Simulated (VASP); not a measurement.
# MgO (P6_3mc) in VASP: further runs, part 2 of 2

VASP 6.6.1.

**3. Single point, PBEsol (c/a of the conventional cell at fixed volume 1.6410)**

Contents of INCAR:

```
ALGO = Normal
EDIFF = 1E-7
ENCUT = 520
GGA = PS
ISIF = 2
ISMEAR = 0
LASPH = True
LCHARG = False
LREAL = False
LWAVE = False
NBANDS = 16
NELM = 60
PREC = Accurate
SIGMA = 0.05
```

Contents of KPOINTS:

```
k-points
0
Gamma
  9 9 6
```

Contents of POSCAR:

```
MgO
1.0
    3.2197892641      0.0000000000      0.0000000000
   -1.6098946321      2.7884192976      0.0000000000
    0.0000000000      0.0000000000      5.2836741825
Mg O
2 2
Direct
    0.3333333333      0.6666666667      0.0272667940
    0.6666666667      0.3333333333      0.5272667940
    0.3333333333      0.6666666667      0.4009416620
    0.6666666667      0.3333333333      0.9009416620
```

Potentials or basis: VASP PAW PBE potentials, release 64 (Mg, O).

On the command line:

```sh
$ cat potpaw_PBE.64/Mg/POTCAR potpaw_PBE.64/O/POTCAR > POTCAR
$ mpirun -np 1 vasp_std > vasp.out
```

OUTCAR:

```text
EDIFF = 1E-7
   ENCUT = 520
   GGA = PS
   ISIF = 2
   ISMEAR = 0
   LASPH = True
   LREAL = False
   NELM = 60
   PREC = Accurate

 ion  position               nearest neighbor table
   1  0.333  0.667  0.027-   3 1.97   4 1.98   4 1.98   4 1.98   2 3.23   2 3.23   2 3.23   2 3.23
                             2 3.23   2 3.23
   2  0.667  0.333  0.527-   4 1.97   3 1.98   3 1.98   3 1.98   1 3.23   1 3.23   1 3.23   1 3.23
                             1 3.23   1 3.23
   3  0.333  0.667  0.401-   1 1.97   2 1.98   2 1.98   2 1.98
   4  0.667  0.333  0.901-   2 1.97   1 1.98   1 1.98   1 1.98

  LATTYP: Found a hexagonal cell.
 ALAT       =     3.2197892641
 C/A-ratio  =     1.6410000000

  Lattice vectors:

 A1 = (   3.2197892641,   0.0000000000,   0.0000000000)
 A2 = (  -1.6098946321,   2.7884192976,   0.0000000000)
 A3 = (   0.0000000000,   0.0000000000,   5.2836741825)

Analysis of symmetry for initial positions (statically):
=====================================================================
 Subroutine PRICEL returns:
 Original cell was already a primitive cell.

 Routine SETGRP: Setting up the symmetry group for a
 hexagonal supercell.

 Subroutine GETGRP returns: Found 12 space group operations
 (whereof  6 operations were pure point group operations)
 out of a pool of 24 trial point group operations.

The static configuration has the point symmetry C_3v.
 The point group associated with its full space group is C_6v.

Analysis of symmetry for dynamics (positions and initial velocities):
=====================================================================
 Subroutine PRICEL returns:
 Original cell was already a primitive cell.

 Routine SETGRP: Setting up the symmetry group for a
 hexagonal supercell.

 Subroutine GETGRP returns: Found 12 space group operations
 (whereof  6 operations were pure point group operations)
[... 121 lines left out ...]
   EFERMI =   0.00;   METHOD = LEGACY
   ISMEAR =     0;   SIGMA  =   0.05  broadening in eV -4-tet -1-fermi 0-gaus
   EFERMI_NEDOS =   21; number of points for ismear=-14 and -15
   IALGO  =     38    algorithm
   IMIX   =      4    mixing-type and parameters
     AMIX     =   0.40;   BMIX     =  1.00
     AMIX_MAG =   1.60;   BMIX_MAG =  1.00
  volume/ion in A,a.u.               =      11.86        80.03
  Fermi-wavevector in a.u.,A,eV,Ry     =   1.139570  2.153475 17.668792  1.298620
  Thomas-Fermi vector in A             =   2.276273
   LORBIT       =      0    0 simple, 1 ext, 2 COOP (PROOUT), +10 PAW based schemes
   GGA     = PS    functional components
   LHFCALC =     F    Hartree Fock is set to
   AEXX    =    0.0000 exact exchange contribution
   IVDW    =     0    specifies the selected vdW correction
   LEPSILON=     F    determine dielectric tensor
   LRPA    =     F    only Hartree local field effects (RPA)
 non-spin polarized calculation
 Gauss-broadening in eV      SIGMA  =   0.05
  energy-cutoff  :      520.00
  volume of cell :       47.44
 maximum number of plane-waves:      1302
 NGX is ok and might be reduce to    24

 number of electron      16.0000002 magnetization

 Free energy of the ion-electron system (eV)
  ---------------------------------------------------
  ext. energy  EPLUGINS =         0.00000000
  ---------------------------------------------------
  free energy    TOTEN  =       -24.50988779 eV

  energy without entropy =      -24.50988779  energy(sigma->0) =      -24.50988779

 E-fermi :   0.9899     XC(G=0):  -9.9565

 val. band max:        0.6904001152   @ k =   0.0000   0.0000   0.0000
 cond. band min:       4.2964175168   @ k =   0.0000   0.0000   0.0000
 fundamental gap:      3.6060174016
 Fermi energy:         0.9899219046

 k-point     1 :       0.0000    0.0000    0.0000
  band No.  band energies     occupation
      1     -15.1743      2.00000
      2     -14.4846      2.00000
      3      -2.4820      2.00000
      4       0.4814      2.00000
      5       0.4814      2.00000
      6       0.6455      2.00000
[... 433 lines left out ...]
      3      -1.6287      2.00000
      4      -1.1780      2.00000
      5      -1.1780      2.00000
      6      -0.5910      2.00000
[... 8 lines left out ...]
     15      14.4725      0.00000
     16      18.3687      0.00000

 [... further k-points ...]
[... 5 lines left out ...]
  --------------------------------------------------------------------------------------
  -------------------------------------------------------------------------------------
  Total        0.5817211      0.5817211     -0.6431004     -0.0000000      0.0000000      0.0000000
  in kB       19.6473424     19.6473424    -21.7204009     -0.0000000      0.0000000      0.0000000
  external PRESSURE =       5.8580946 kB  Pullay stress =       0.0000000 kB

 VOLUME and BASIS-vectors are now :
 -----------------------------------------------------------------------------
  energy-cutoff  :      520.00
  volume of cell :       47.44
      direct lattice vectors                 reciprocal lattice vectors
     3.219789264  0.000000000  0.000000000     0.310579332  0.179313061  0.000000000
    -1.609894632  2.788419298  0.000000000     0.000000000  0.358626122  0.000000000
     0.000000000  0.000000000  5.283674183     0.000000000  0.000000000  0.189262238

 POSITION                                       TOTAL-FORCE (eV/Angst)
 -----------------------------------------------------------------------------------
     -0.00000      1.85895      0.14407        -0.000000     -0.000000     -0.164325
      1.60989      0.92947      2.78591        -0.000000      0.000000     -0.164325
     -0.00000      1.85895      2.11845         0.000000      0.000000      0.164325
      1.60989      0.92947      4.76028         0.000000     -0.000000      0.164325
 -----------------------------------------------------------------------------------
    total drift:                               -0.000000      0.000000      0.002306

  FREE ENERGIE OF THE ION-ELECTRON SYSTEM (eV)
  ---------------------------------------------------
  free  energy   TOTEN  =       -24.5098877869 eV

  energy  without entropy=      -24.5098877869  energy(sigma->0) =      -24.50988779
```

stdout:

```text
POSCAR found type information on POSCAR MgO
 POSCAR found :  2 types and       4 ions
 scaLAPACK will be used
 -----------------------------------------------------------------------------
|                                                                             |
|                                                                             |
|     You enforced a specific xc type in the INCAR file but a different       |
|     I HOPE YOU KNOW WHAT YOU ARE DOING!                                     |
|                                                                             |
 -----------------------------------------------------------------------------

 LDA part: xc-table for (Slater+PW92), standard interpolation
 POSCAR, INCAR and KPOINTS ok, starting setup
 FFT: planning ... GRIDC
 FFT: planning ... GRID_SOFT
 FFT: planning ... GRID
 WAVECAR not read
 entering main loop
```

Wall time 50 s (1 thread of AMD EPYC 7R13, shared host); peak memory 0.15 GiB.

What came out:

| Quantity | Value |
| --- | --- |
| Free energy | -24.5099 eV |
| Pressure | 0.6 GPa |
| Largest force | 0.164 eV/Å |
| Band gap on the k mesh | 3.61 eV, direct |

Forces on the atoms (eV/Å):
```
Mg   0.000  0.000 -0.164
Mg   0.000  0.000 -0.164
O    0.000  0.000  0.164
O    0.000  0.000  0.164
```

Stress tensor (GPa, compression positive):
```
 1.96  0.00  0.00
 0.00  1.96  0.00
 0.00  0.00 -2.17
```

Caveat: the PAW data sets were made with another functional, which shifts forces and pressure a little.

**4. Single point, PBEsol (c/a of the conventional cell at fixed volume 1.5802)**

Contents of INCAR:

```
PREC = Accurate ; ENCUT = 520
EDIFF = 1E-7 ; ISMEAR = 0
SIGMA = 0.05 ; LREAL = False
LASPH = True ; NELM = 100
ALGO = Normal ; ISIF = 2
LWAVE = False ; LCHARG = False
GGA = PS ; NBANDS = 16
```

Contents of KPOINTS:

```
regular mesh
0
Gamma
  9 9 6
```

Contents of POSCAR:

```
MgO
1.0
    3.2605657016      0.0000000000      0.0000000000
   -1.6302828508      2.8237327283      0.0000000000
    0.0000000000      0.0000000000      5.1523459217
Mg O
2 2
Direct
    0.3333333333      0.6666666667     -0.0199501180
    0.6666666667      0.3333333333      0.4800498820
    0.3333333333      0.6666666667      0.4009416620
    0.6666666667      0.3333333333      0.9009416620
```

On the command line:

```sh
$ cat potpaw_PBE.64/Mg/POTCAR potpaw_PBE.64/O/POTCAR > POTCAR
$ mpirun -np 1 vasp_std > vasp.out
```

Wall time 47 s (1 thread of AMD EPYC 7R13, shared host); peak memory 0.15 GiB.

Results (log left out):

```yaml
Free_energy: -24.3800 eV
Pressure: 1.6 GPa
Largest_force: 0.737 eV/Å
Band_gap_on_the_k_mesh: 3.23 eV, direct
```

Forces in eV/Å, atoms in the order of the input:
```
Mg   0.000  0.000  0.737
Mg   0.000  0.000  0.737
O    0.000  0.000 -0.737
O    0.000  0.000 -0.737
```

Stress tensor (GPa, compression positive):
```
 6.80  0.00  0.00
 0.00  6.80  0.00
 0.00  0.00 -8.84
```

Levels at points of the mesh, in eV from the valence-band top:
| k point | band 4 | band 5 | band 6 | band 7 | band 8 | band 9 | band 10 | band 11 | band 12 | band 13 |
| --- | --- | --- | --- | --- | --- | --- | --- | --- | --- | --- |
| (0.00, 0.00, 0.00) | -0.85 | -0.85 | -0.56 | -0.56 | 0.00 | 3.23 | 8.54 | 9.83 | 14.37 | 14.37 |
| (0.00, 0.00, 0.50) | -2.12 | -0.71 | -0.71 | -0.71 | -0.71 | 5.83 | 5.83 | 12.65 | 12.65 | 14.82 |

Caveat: the PAW data sets were made with another functional, which shifts forces and pressure a little.

**5. Single point, PBEsol (c/a of the conventional cell at fixed volume 1.4587)**

Contents of INCAR:

```
SYSTEM = MgO
ALGO = Normal
EDIFF = 1E-6
ENCUT = 520
GGA = PS
ISIF = 2
ISMEAR = 0
LASPH = .TRUE.
LCHARG = .FALSE.
LREAL = .FALSE.
LWAVE = .FALSE.
NBANDS = 16
NELM = 80
PREC = Accurate
SIGMA = 0.05
```

Contents of KPOINTS:

```
k-points
0
G
  9 9 6
  0 0 0
```

Contents of POSCAR:

```
MgO
1.0
    3.3486902732      0.0000000000      0.0000000000
   -1.6743451366      2.9000508460      0.0000000000
    0.0000000000      0.0000000000      4.8847345015
Mg O
2 2
Direct
    0.3333333333      0.6666666667      0.0508752499
    0.6666666667      0.3333333333      0.5508752499
    0.3333333333      0.6666666667      0.4009416620
    0.6666666667      0.3333333333      0.9009416620
```

On the command line:

```sh
$ cat potpaw_PBE.64/Mg/POTCAR potpaw_PBE.64/O/POTCAR > POTCAR
$ mpirun -np 1 vasp_std > vasp.out
```

Wall time 69 s (1 thread of AMD EPYC 7R13, shared host); peak memory 0.16 GiB.

The run converged. Its results:

- Free energy: -23.5319 eV
- Pressure: 10.2 GPa
- Largest force: 4.652 eV/Å
- Band gap on the k mesh: 3.55 eV, direct

Forces on the atoms (eV/Å):
```
Mg   0.000  0.000 -4.652
Mg   0.000  0.000 -4.652
O    0.000  0.000  4.652
O    0.000  0.000  4.652
```

Stress tensor (GPa, compression positive):
```
-8.46  0.00  0.00
 0.00 -8.46  0.00
 0.00  0.00 47.57
```

Levels at points of the mesh, in eV from the valence-band top:
```csv
k point,band 5,band 6,band 7,band 8,band 9,band 10,band 11,band 12
"(0.00, 0.00, 0.00)",-0.47,-0.13,-0.13,0.00,3.55,8.12,10.41,13.78
"(0.00, 0.00, 0.50)",-0.30,-0.30,-0.30,-0.30,5.84,5.84,13.51,13.51
```

Caveat: the PAW data sets were made with another functional, which shifts forces and pressure a little.

**6. Overview**

| cell | gap on the mesh (eV) | pressure (GPa) | largest force (eV/Å) |
| --- | --- | --- | --- |
| a = 3.261, b = 3.261, c = 5.152 Å, angles 90.0, 90.0, 120.0°, 4 atoms | 3.23 | 1.6 | 0.74 |
| a = 3.220, b = 3.220, c = 5.284 Å, angles 90.0, 90.0, 120.0°, 4 atoms | 3.61 | 0.6 | 0.16 |
| a = 3.349, b = 3.349, c = 4.885 Å, angles 90.0, 90.0, 120.0°, 4 atoms | 3.55 | 10.2 | 4.65 |

Some of these runs hold the atoms at other places in the same cell, which the table doesn't show; runs alike in all that it shows share one row.

Alike in all rows: task single point; level PBEsol; potentials or basis VASP PAW PBE potentials, release 64 (Mg, O); no spin polarisation; k mesh 9 × 9 × 6; cutoff (eV) 520; smearing gaussian 0.05 eV.

Caveats: the PAW data sets were made with another functional, which shifts forces and pressure a little.

Total energies depend on the potentials used, so only differences within one code and one set of settings carry meaning.
